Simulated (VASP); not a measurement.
Input of a VASP 6.6.1 run:

Contents of INCAR:

```
SYSTEM = Be3C2
  ALGO = Normal
  EDIFF = 1E-6
  EDIFFG = -0.04
  ENCUT = 600
  GGA = PE
  IBRION = 2
  ISIF = 3
  ISMEAR = 0
  LASPH = .TRUE.
  LCHARG = .FALSE.
  LREAL = .FALSE.
  LWAVE = .FALSE.
  NELM = 80
  NSW = 90
  PREC = Accurate
  SIGMA = 0.1
```

File KPOINTS:

```
k-points
0
G
  6 6 6
  0 0 0
```

Contents of POSCAR:

```
Be3C2
1.0
    2.3042890711      1.3303819154      4.1941521458
   -2.3042890711      1.3303819154      4.1941521458
    0.0000000000     -2.6607638310      4.1941521458
Be C
6 4
Direct
    0.0562500000      0.4437500000      0.7500000000
    0.7500000000      0.0562500000      0.4437500000
    0.4437500000      0.7500000000      0.0562500000
    0.9437500000      0.5562500000      0.2500000000
    0.2500000000      0.9437500000      0.5562500000
    0.5562500000      0.2500000000      0.9437500000
    0.8521800000      0.8521800000      0.8521800000
    0.6478200000      0.6478200000      0.6478200000
    0.1478200000      0.1478200000      0.1478200000
    0.3521800000      0.3521800000      0.3521800000
```

Potentials or basis: VASP PAW PBE potentials, release 64 (Be, C).

Run with:

```bash
$ cat potpaw_PBE.64/Be/POTCAR potpaw_PBE.64/C/POTCAR > POTCAR
$ mpirun -np 1 vasp_std > vasp.out
```

**Question.** Predict the relaxed volume.

**Answer.** 7.10 Å³/atom.

**Question.** Estimate the space group after relaxing (to 0.1 Å).

**Answer.** R-3c (No. 167).

Forces on the atoms (eV/Å):
```
Be   0.005  0.000  0.000
Be  -0.002  0.004  0.000
Be  -0.002 -0.004  0.000
Be  -0.005  0.000  0.000
Be   0.002 -0.004  0.000
Be   0.002  0.004  0.000
C    0.000  0.000  0.022
C    0.000  0.000 -0.022
C    0.000  0.000 -0.022
C    0.000  0.000  0.022
```
